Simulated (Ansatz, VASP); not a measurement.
**One calculation of ReBi, two programs**

```
Re Bi
1.0
     3.39575    0.00000    0.00000
     0.00000    3.39575    0.00000
     0.00000    0.00000    3.39575
Re Bi
1 1
Direct
  0.00000 0.00000 0.00000
  0.50000 0.50000 0.50000
```

Alike in both runs: task single point; functional PBE; k mesh 11 × 11 × 11; occupations fermi-dirac, width 0.05 eV; no spin polarisation.

```csv
,VASP,Ansatz
version,VASP 6.6.1,Ansatz 0.2.0
potentials or method,"VASP PAW PBE potentials, release 64 (Re, Bi_d), cutoff 520 eV","all-electron LAPW, scalar-relativistic"
```

```tsv
	VASP	Ansatz	Ansatz less VASP
pressure (GPa)	-0.1	0.0	+0.12
```

Ansatz ran all-electron here, and VASP with PAW potentials.

Spin-orbit coupling is off throughout.
